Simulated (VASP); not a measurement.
Wanted: the native input for a VASP 6.6.1 run.

```
Task                   : single point
Functional             : PBE
Potentials or basis    : VASP PAW PBE potentials, release 64 (Ta_pv, As)
Cutoff                 : 520 eV
k mesh                 : 8 × 8 × 8
Occupations            : methfessel-paxton, width 0.1 eV
Spin                   : no spin polarisation
Dipole correction      : no
Further INCAR settings : ALGO = Fast; EDIFF = 1e-06; NBANDS = 42
```

The structure of TaAs lies in POSCAR:

```
TaAs
1.0
   -3.4628971702     -3.4628971702      0.0000000000
   -3.4628971702      3.4628971702      0.0000000000
    1.7314485851      1.7314485851     -5.8672939477
Ta As
4 4
Direct
    0.2498258004      0.7500000000      0.9996516008
    0.7498258004      0.2500000000      0.9996516008
    0.7498258004      0.5000000000      0.4996516008
    0.2498258004      0.0000000000      0.4996516008
    0.1675747796      0.2500000000      0.8351495592
    0.6675747796      0.7500000000      0.8351495592
    0.1675747796      0.5000000000      0.3351495592
    0.6675747796      0.0000000000      0.3351495592
```

One way to write it, as run:

INCAR

```
PREC = Accurate ; ENCUT = 520
EDIFF = 1E-6 ; ISMEAR = 1
SIGMA = 0.1 ; LREAL = F
LASPH = T ; NELM = 60
ALGO = Fast ; ISIF = 2
LWAVE = F ; LCHARG = F
GGA = PE ; NBANDS = 42
```

KPOINTS

```
regular mesh
0
Gamma
  8 8 8
```

Potentials or basis: VASP PAW PBE potentials, release 64 (Ta_pv, As).

Run with:

```console
$ cat potpaw_PBE.64/Ta_pv/POTCAR potpaw_PBE.64/As/POTCAR > POTCAR
$ mpirun -np 1 vasp_std > vasp.out
```

Results of the run:

| Item | Value |
| --- | --- |
| Pressure | 0.4 GPa |
| Band gap on the k mesh | zero (bands 32 and 33 overlap by 0.05 eV) |

Caveat: spin-orbit coupling is left out, which moves the levels of the heavy elements.

Wall time 18 min on 1 thread of Oxide Virtual Turin-like Processor, on a shared host, peak memory 0.55 GiB.
